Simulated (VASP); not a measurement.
# Pt (Fm-3m) in VASP: settings compared, part 3 of 3

VASP 6.6.1. The steps go on from the part before.

## Step 4: Single point, RPBE

This run uses another cell than the first one, of 15.94 Å³/atom, 1.079 times its volume.

File INCAR:

```
SYSTEM = Pt
ALGO = Normal ; EDIFF = 1E-7
ENCUT = 520 ; GGA = RP
ISIF = 2 ; ISMEAR = -1
LASPH = .True. ; LCHARG = .False.
LREAL = .False. ; LWAVE = .False.
NBANDS = 11 ; NELM = 100
PREC = Accurate ; SIGMA = 0.1
```

File KPOINTS:

```
k-points
0
Gamma
  13 13 13
  0 0 0
```

File POSCAR:

```
Pt
1.0
    0.0000000000      1.9974034174      1.9974034174
    1.9974034174      0.0000000000      1.9974034174
    1.9974034174      1.9974034174      0.0000000000
Pt
1
Direct
    0.0000000000      0.0000000000      0.0000000000
```

Potentials or basis: VASP PAW PBE potentials, release 64 (Pt).

Command:

```sh
> cat potpaw_PBE.64/Pt/POTCAR > POTCAR
> mpirun -np 1 vasp_std > vasp.out
```

OUTCAR:

```text
SYSTEM = Pt
   EDIFF = 1E-7
   ENCUT = 520
   GGA = RP
   ISIF = 2
   ISMEAR = -1
   LASPH = .True.
   LREAL = .False.
   NELM = 100
   PREC = Accurate

 ion  position               nearest neighbor table
   1  0.000  0.000  0.000-

  LATTYP: Found a face centered cubic cell.
 ALAT       =     3.9948068348

  Lattice vectors:

 A1 = (   0.0000000000,   1.9974034174,   1.9974034174)
 A2 = (   1.9974034174,   0.0000000000,   1.9974034174)
 A3 = (   1.9974034174,   1.9974034174,   0.0000000000)

Analysis of symmetry for initial positions (statically):
=====================================================================
 Subroutine PRICEL returns:
 Original cell was already a primitive cell.

 Routine SETGRP: Setting up the symmetry group for a
 face centered cubic supercell.

 Subroutine GETGRP returns: Found 48 space group operations
 (whereof 48 operations were pure point group operations)
 out of a pool of 48 trial point group operations.

The static configuration has the point symmetry O_h .

Analysis of symmetry for dynamics (positions and initial velocities):
=====================================================================
 Subroutine PRICEL returns:
 Original cell was already a primitive cell.

 Routine SETGRP: Setting up the symmetry group for a
 face centered cubic supercell.

 Subroutine GETGRP returns: Found 48 space group operations
 (whereof 48 operations were pure point group operations)
 out of a pool of 48 trial point group operations.

The dynamic configuration has the point symmetry O_h .

 Subroutine INISYM returns: Found 48 space group operations
 (whereof 48 operations are pure point group operations),
 and found     1 'primitive' translations

----------------------------------------------------------------------------------------

                                     Primitive cell

  volume of cell :      15.9378

[... 106 lines left out ...]
     AMIX_MAG =   1.60;   BMIX_MAG =  1.00
  volume/ion in A,a.u.               =      15.94       107.55
  Fermi-wavevector in a.u.,A,eV,Ry     =   1.401519  2.648487 26.725325  1.964256
  Thomas-Fermi vector in A             =   2.524372
   LORBIT       =      0    0 simple, 1 ext, 2 COOP (PROOUT), +10 PAW based schemes
   GGA     = RP    functional components
   LHFCALC =     F    Hartree Fock is set to
   AEXX    =    0.0000 exact exchange contribution
   IVDW    =     0    specifies the selected vdW correction
   LEPSILON=     F    determine dielectric tensor
   LRPA    =     F    only Hartree local field effects (RPA)
 non-spin polarized calculation
  energy-cutoff  :      520.00
  volume of cell :       15.94
 maximum number of plane-waves:       444
 NGX is ok and might be reduce to    24
   NGX = 11   NGY = 11   NGZ = 11

 number of electron      10.0000001 magnetization

 Free energy of the ion-electron system (eV)
  ---------------------------------------------------
  ext. energy  EPLUGINS =         0.00000000
  ---------------------------------------------------
  free energy    TOTEN  =        -5.48432307 eV

  energy without entropy =       -5.42053060  energy(sigma->0) =       -5.45242684

 E-fermi :  10.3083     XC(G=0): -13.1017

 val. band max:       10.3034730124   @ k =  -0.4615   0.3077   0.0769
 cond. band min:      10.3228149988   @ k =  -0.4615   0.2308   0.0000
 fundamental gap:      0.0193419864
 Fermi energy:        10.3082649475

 k-point     1 :       0.0000    0.0000    0.0000
  band No.  band energies     occupation
      1       0.7425      2.00000
      2       6.8578      2.00000
      3       6.8578      2.00000
      4       6.8578      2.00000
      5       8.8116      2.00000
      6       8.8116      2.00000
      7      25.0748      0.00000
      8      29.7523      0.00000
      9      29.7523      0.00000
     10      29.7523      0.00000
     11      34.8866      0.00000
[... 309 lines left out ...]
 k-point    24 :       0.4615    0.1538    0.0000
  band No.  band energies     occupation
      1       4.1764      2.00000
      2       6.3860      2.00000
      3       7.2147      2.00000
      4       7.4766      2.00000
      5      10.3829      0.64320
      6      11.7424      0.00000
      7      17.5693      0.00000
      8      25.6403      0.00000
      9      27.4051      0.00000
     10      28.3066      0.00000
     11      36.7504      0.00000

 [... further k-points ...]
[... 5 lines left out ...]
  --------------------------------------------------------------------------------------
  -------------------------------------------------------------------------------------
  Total       -0.0490414     -0.0490414     -0.0490414      0.0000000      0.0000000     -0.0000000
  in kB       -4.9299927     -4.9299927     -4.9299927      0.0000000      0.0000000     -0.0000000
  external PRESSURE =      -4.9299927 kB  Pullay stress =       0.0000000 kB

 VOLUME and BASIS-vectors are now :
 -----------------------------------------------------------------------------
  energy-cutoff  :      520.00
  volume of cell :       15.94
      direct lattice vectors                 reciprocal lattice vectors
     0.000000000  1.997403417  1.997403417    -0.250324995  0.250324995  0.250324995
     1.997403417  0.000000000  1.997403417     0.250324995 -0.250324995  0.250324995
     1.997403417  1.997403417  0.000000000     0.250324995  0.250324995 -0.250324995

 POSITION                                       TOTAL-FORCE (eV/Angst)
 -----------------------------------------------------------------------------------
      0.00000      0.00000      0.00000         0.000000     -0.000000     -0.000000
 -----------------------------------------------------------------------------------
    total drift:                               -0.000000      0.000000      0.000000

  FREE ENERGIE OF THE ION-ELECTRON SYSTEM (eV)
  ---------------------------------------------------
  free  energy   TOTEN  =        -5.4843230734 eV

  energy  without entropy=       -5.4205306015  energy(sigma->0) =       -5.45242684
```

OSZICAR:

```text
N       E                     dE             d eps       ncg     rms          rms(c)
DAV:   1     0.395564287178E+02    0.39556E+02   -0.52698E+03  1880   0.834E+02
DAV:   2    -0.517996111575E+01   -0.44736E+02   -0.42589E+02  2096   0.172E+02
DAV:   3    -0.581972012680E+01   -0.63976E+00   -0.62229E+00  2166   0.193E+01
DAV:   4    -0.582231353612E+01   -0.25934E-02   -0.25932E-02  2100   0.146E+00
DAV:   5    -0.582233508108E+01   -0.21545E-04   -0.21544E-04  2177   0.126E-01    0.108E+01
DAV:   6    -0.551712993488E+01    0.30521E+00   -0.73905E-01  1953   0.680E+00    0.589E+00
DAV:   7    -0.548690333255E+01    0.30227E-01   -0.12189E-01  2133   0.271E+00    0.244E+00
DAV:   8    -0.548449766868E+01    0.24057E-02   -0.50777E-03  2022   0.581E-01    0.512E-01
DAV:   9    -0.548432143278E+01    0.17624E-03   -0.16740E-04  2079   0.108E-01    0.623E-02
DAV:  10    -0.548432334643E+01   -0.19137E-05   -0.64038E-06  2326   0.213E-02    0.673E-03
DAV:  11    -0.548432308582E+01    0.26061E-06   -0.42402E-08  1798   0.195E-03    0.732E-04
DAV:  12    -0.548432307336E+01    0.12461E-07   -0.31981E-09  1101   0.402E-04
   1 F= -.54843231E+01 E0= -.54524268E+01  d E =-.637925E-01
```

Wall time 16 s (1 thread of Intel Xeon 8259CL, shared host); peak memory 0.15 GiB.

Results:

```
Free energy            : -5.4843 eV
Pressure               : -0.5 GPa
Band gap on the k mesh : zero (band 5 reaches 10.69 eV, above the bottom of band 6 at 8.72 eV)
```

Caveat: the PAW data sets were made with another functional, which shifts forces and pressure a little; spin-orbit coupling is left out, which moves the levels of the heavy elements.

## Step 5: Single point, r2SCAN+D4

This run uses another cell than the first one, of 15.19 Å³/atom, 1.028 times its volume.

File POSCAR:

```
Pt
1.0
    0.0000000000      1.9656238984      1.9656238984
    1.9656238984      0.0000000000      1.9656238984
    1.9656238984      1.9656238984      0.0000000000
Pt
1
Direct
    0.0000000000      0.0000000000      0.0000000000
```

File INCAR.step1:

```
SYSTEM = Pt
  PREC = Accurate
  ENCUT = 520
  ISMEAR = -1
  SIGMA = 0.1
  LREAL = .False.
  LASPH = .True.
  NELM = 60
  NBANDS = 11
  GGA = PE
  ALGO = Normal
  EDIFF = 1E-4
  LWAVE = .True.
  LCHARG = .False.
```

File INCAR.step2:

```
SYSTEM = Pt
  PREC = Accurate
  ENCUT = 520
  EDIFF = 1E-6
  ISMEAR = -1
  SIGMA = 0.1
  LREAL = .False.
  LASPH = .True.
  NELM = 60
  ALGO = Normal
  ISIF = 2
  LWAVE = .False.
  LCHARG = .False.
  METAGGA = R2SCAN
  LMIXTAU = .True.
  IVDW = 13
  VDW_S6 = 1.0
  VDW_S8 = 0.6018749
  VDW_A1 = 0.51559235
  VDW_A2 = 5.77342911
  NBANDS = 11
  ISTART = 1
```

File KPOINTS:

```
regular mesh
0
Gamma
  13 13 13
  0 0 0
```

Command:

```sh
> cat potpaw_PBE.64/Pt/POTCAR > POTCAR
> cp INCAR.step1 INCAR
> mpirun -np 1 vasp_std > vasp.out
> cp INCAR.step2 INCAR
> mpirun -np 1 vasp_std > vasp.out
```

Wall time 75 s (1 thread of Intel Xeon 8259CL, shared host); peak memory 0.16 GiB.

It converged, with:

- Free energy: -51.7751 eV
- Pressure: 0.7 GPa
- Band gap on the k mesh: zero (band 5 reaches 11.32 eV, above the bottom of band 6 at 9.04 eV)
- Dispersion energy per atom: -0.254 eV

Levels at points of the mesh, in eV from the Fermi level:
```csv
k point,band 1,band 2,band 3,band 4,band 5,band 6,band 7,band 8,band 9,band 10
"(0.00, 0.00, 0.00)",-10.41,-3.87,-3.87,-3.87,-1.73,-1.73,15.51,20.64,20.64,20.64
```

Caveat: the PAW data sets were made with another functional, which shifts forces and pressure a little; spin-orbit coupling is left out, which moves the levels of the heavy elements; pairwise dispersion overbinds metals, which lowers pressure and volume.

## Step 6: Relaxation of cell and atoms, LDA

This run uses another cell than the first one, of 15.08 Å³/atom, 1.021 times its volume.

File INCAR:

```
SYSTEM = Pt
PREC = Accurate
ENCUT = 600
EDIFF = 1E-6
ISMEAR = -1
SIGMA = 0.1
LREAL = .False.
LASPH = .True.
NELM = 60
ALGO = Normal
ISIF = 3
LWAVE = .False.
LCHARG = .False.
IBRION = 2
NSW = 80
EDIFFG = -0.05
```

KPOINTS is that of step 5.

File POSCAR:

```
Pt
1.0
    0.0000000000      1.9609000000      1.9609000000
    1.9609000000      0.0000000000      1.9609000000
    1.9609000000      1.9609000000      0.0000000000
Pt
1
Direct
    0.0000000000      0.0000000000      0.0000000000
```

Potentials or basis: VASP PAW LDA potentials, release 64 (Pt).

Command:

```sh
> cat potpaw_LDA.64/Pt/POTCAR > POTCAR
> mpirun -np 1 vasp_std > vasp.out
```

Wall time 38 s (1 thread of Intel Xeon 8259CL, shared host); peak memory 0.16 GiB.

Results (log left out):

```
Free energy                            : -7.5293 eV
Relaxed volume                         : 14.82 Å³/atom
Relaxed cell                           : a = 2.757 Å, b = 2.757 Å, c = 2.757 Å, α = 60.00°, β = 60.00°, γ = 60.00°
Space group after relaxing (to 0.05 Å) : Fm-3m (No. 225)
Energy gained by relaxing              : 4.2 meV/atom
Ionic steps                            : 3
Pressure after relaxing                : -0.1 GPa
Band gap on the k mesh                 : zero (band 5 reaches 11.91 eV, above the bottom of band 6 at 9.68 eV)
```

The path:
| step | energy change (eV) | largest force (eV/Å) | pressure (GPa) | volume (Å³) |
| --- | --- | --- | --- | --- |
| 1 | 0.0000 | 0.0000 | -5.10 | 15.08 |
| 2 | 0.0374 | 0.0000 | 18.54 | 14.06 |
| 3 | -0.0042 | 0.0000 | -0.12 | 14.82 |

Final structure:
```
Pt
1.0
     0.00000    1.94972    1.94972
     1.94972    0.00000    1.94972
     1.94972    1.94972    0.00000
Pt
1
Cartesian
  0.0000 0.0000 0.0000
```

Levels at points of the mesh, in eV from the Fermi level:
| k point | band 2 | band 3 | band 4 | band 5 | band 6 | band 7 | band 8 | band 9 |
| --- | --- | --- | --- | --- | --- | --- | --- | --- |
| (0.00, 0.00, 0.00) | -3.93 | -3.93 | -3.93 | -1.67 | -1.67 | 14.58 | 19.60 | 19.60 |

Caveat: spin-orbit coupling is left out, which moves the levels of the heavy elements. LDA usually gives volumes a few per cent too small.

## Step 7: Summary

| task | level | potentials or basis | cell | cutoff (eV) | gap on the mesh (eV) | pressure (GPa) |
| --- | --- | --- | --- | --- | --- | --- |
| single point | LDA | VASP PAW LDA potentials, release 64 (Pt) | a = 2.754 Å, angles 60.0°, 1 atom | 520 | none | 0.8 |
| single point | PBE | VASP PAW PBE potentials, release 64 (Pt) | a = 2.809 Å, angles 60.0°, 1 atom | 520 | none | -0.5 |
| single point | RPBE | VASP PAW PBE potentials, release 64 (Pt) | a = 2.825 Å, angles 60.0°, 1 atom | 520 | none | -0.5 |
| single point | r2SCAN+D4 | VASP PAW PBE potentials, release 64 (Pt) | a = 2.780 Å, angles 60.0°, 1 atom | 520 | none | 0.7 |
| relaxation of cell and atoms | LDA | VASP PAW LDA potentials, release 64 (Pt) | relaxed from a = 2.773 Å, angles 60.0°, 1 atom | 600 | none | -0.1 |

Alike in all rows: no spin polarisation; k mesh 13 × 13 × 13; smearing fermi-dirac 0.1 eV.

Caveats: spin-orbit coupling is left out, which moves the levels of the heavy elements; the PAW data sets were made with another functional, which shifts forces and pressure a little (some runs); pairwise dispersion overbinds metals, which lowers pressure and volume (some runs).

Absolute energies hang on the potentials; compare differences alone.
